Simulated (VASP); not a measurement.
Zn, 1 atom in the cell. It takes space group Im-3m (No. 229, cubic). The conventional cell has a = 3.139 Å, b = 3.139 Å, c = 3.139 Å, α = 90.00°, β = 90.00°, γ = 90.00°. Within 3.6 Å of Zn (site symmetry m-3m) lie 14 Zn at 2.72 to 3.14 Å. This isn't the form of Zn at room conditions, which is hcp.

* Program: VASP 6.6.1
* Task: single point
* Functional: RPBE
* Potentials or basis: VASP PAW PBE potentials, release 64 (Zn)
* Cutoff: 520 eV
* k mesh: 16 × 16 × 16
* Occupations: fermi-dirac, width 0.1 eV
* Spin: no spin polarisation
* Dipole correction: no
* Further INCAR settings: ALGO = Normal; EDIFF = 1e-07; NBANDS = 12

Potentials or basis: VASP PAW PBE potentials, release 64 (Zn).

Launch:

```bash
$ cat potpaw_PBE.64/Zn/POTCAR > POTCAR
$ mpirun -np 1 vasp_std > vasp.out
```

Hardware: 1 thread of Intel(R) Xeon(R) Platinum 8488C (Sapphire Rapids) (shared host).

Estimate the wall time of this run.

It took 14 s on 1 thread of Intel(R) Xeon(R) Platinum 8488C (Sapphire Rapids), with other jobs on the host, peak memory 0.14 GiB. Counts: scf iterations 12, k points 145.
